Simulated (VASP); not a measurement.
Input of a VASP 6.6.1 run:

POSCAR

```
BaS
1.0
   -0.0066377115      3.2051581624      3.2051581624
    3.2051581624     -0.0066377115      3.2051581624
    3.2051581624      3.2051581624     -0.0066377115
Ba S
1 1
Direct
    0.0000000000      0.0000000000      0.0000000000
    0.5000000000      0.5000000000      0.5000000000
```

The input INCAR.step1:

```
ALGO     = Normal         # electronic algorithm
EDIFF    = 1E-5           # SCF threshold, eV
ENCUT    = 520            # plane-wave cutoff, eV
GGA      = PE             # functional
ISIF     = 2              # what is computed and relaxed
ISMEAR   = 0              # smearing method
KPAR     = 2            
LASPH    = True           # aspherical terms in the spheres
LCHARG   = False          # write CHGCAR
LREAL    = False          # projectors in reciprocal space
LWAVE    = True           # write WAVECAR
NBANDS   = 15             # bands
NELM     = 60             # most SCF steps
PREC     = Accurate       # precision mode
SIGMA    = 0.01           # smearing width, eV
```

INCAR.step2

```
ALGO     = Normal         # electronic algorithm
EDIFF    = 1E-7           # SCF threshold, eV
ENCUT    = 520            # plane-wave cutoff, eV
GGA      = PE             # functional
HFSCREEN = 0.2079         # screening, 1/A
ISIF     = 2              # what is computed and relaxed
ISMEAR   = 0              # smearing method
ISTART   = 1            
KPAR     = 2            
LASPH    = True           # aspherical terms in the spheres
LCHARG   = False          # write CHGCAR
LHFCALC  = True           # exact exchange
LREAL    = False          # projectors in reciprocal space
LWAVE    = False          # write WAVECAR
NBANDS   = 15             # bands
NELM     = 60             # most SCF steps
PREC     = Accurate       # precision mode
PRECFOCK = Normal       
SIGMA    = 0.01           # smearing width, eV
```

KPOINTS

```
k-points
0
Gamma
  6 6 6
```

Potentials or basis: VASP PAW PBE potentials, release 64 (Ba_sv, S).

Run with:

```console
$ cat potpaw_PBE.64/Ba_sv/POTCAR potpaw_PBE.64/S/POTCAR > POTCAR
$ cp INCAR.step1 INCAR
$ mpirun -np 2 vasp_std > vasp.out
$ cp INCAR.step2 INCAR
$ mpirun -np 2 vasp_std > vasp.out
```

(1) What does it give for the pressure?

(2) Predict the band gap on the k mesh.

Results:

(1) 0.3 GPa.

(2) 3.04 eV (least direct gap 3.20 eV).

Caveat: the cell differs from its parent crystal (strain along [111] -0.3%); the PAW data sets were made with another functional, which shifts forces and pressure a little; spin-orbit coupling is left out, which moves the levels of the heavy elements.
